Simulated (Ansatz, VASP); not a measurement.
NiO2: VASP beside Ansatz

The input INCAR:

```
PREC     = Accurate       # precision mode
ENCUT    = 520            # plane-wave cutoff, eV
EDIFF    = 1E-6           # SCF threshold, eV
ISMEAR   = 0              # smearing method
SIGMA    = 0.05           # smearing width, eV
LREAL    = False          # projectors in reciprocal space
LASPH    = True           # aspherical terms in the spheres
NELM     = 60             # most SCF steps
ALGO     = Normal         # electronic algorithm
ISIF     = 2              # what is computed and relaxed
LWAVE    = False          # write WAVECAR
LCHARG   = True           # write CHGCAR
GGA      = PS             # functional
LELF     = True           # ELF
LVHAR    = True         
NBANDS   = 18             # bands
```

The input KPOINTS:

```
regular mesh
0
Gamma
  12 12 6
```

The input POSCAR:

```
NiO2
1.0
    2.8221285779      0.0000000000      0.0000000000
   -1.4110642890      2.4440350412      0.0000000000
    0.0000000000      0.0000000000      4.8391038725
Ni O
1 2
Direct
    0.0000000000      0.0000000000      0.5000000000
    0.6666666667      0.3333333333      0.7253664501
    0.3333333333      0.6666666667      0.2746335499
```

Input for Ansatz:

```yaml
crystal:
  lattice:
    - [2.8221285779, 0.0, 0.0]
    - [-1.411064289, 2.4440350412, 0.0]
    - [0.0, 0.0, 4.8391038725]
  atoms:
    - { symbol: Ni, position: [0.0, 0.0, 0.5] }
    - { symbol: O, position: [0.6666666667, 0.3333333333, 0.7253664501] }
    - { symbol: O, position: [0.3333333333, 0.6666666667, 0.2746335499] }
basis:
  ecutwfc: 520.0
kpoints:
  mp_grid: { grid: [12, 12, 6] }
hamiltonian:
  xc: pbesol
scf:
  occupations: { method: gaussian, width: 0.05 }
output:
  forces: true
  stress: true
  eigenvalues: true
```

Alike in both runs: task single point; functional PBEsol; k mesh 12 × 12 × 6; occupations gaussian, width 0.05 eV; no spin polarisation.

|  | VASP | Ansatz |
| --- | --- | --- |
| version | VASP 6.6.1 | Ansatz 0.2.0 |
| potentials or method | VASP PAW PBE potentials, release 64 (Ni, O), cutoff 520 eV | scalar-relativistic, plane waves, PAW |
| valence electrons in the cell | 22 | 30 |

```csv
,VASP,Ansatz,Ansatz less VASP
gap on the k mesh at the Fermi level (eV),0.76,0.79,+0.025
least direct gap on the mesh (eV),0.84,0.85,+0.020
pressure (GPa),-21.4,-21.8,-0.43
"traceless stress, the component that is largest in VASP (GPa)",-6.24,-6.21,+0.024
rms of the force components (eV/Å),1.233,1.268,+0.0353
```

VASP's potentials were made for PBE, not for PBEsol. Atom by atom the forces differ by 0.035 eV/Å (rms over components). With one functional, cell and mesh, what is left measures potentials, basis and numerics. VASP's potentials hold 22 valence electrons a cell and Ansatz's 30, so a difference there can come from the potentials and not from the codes.
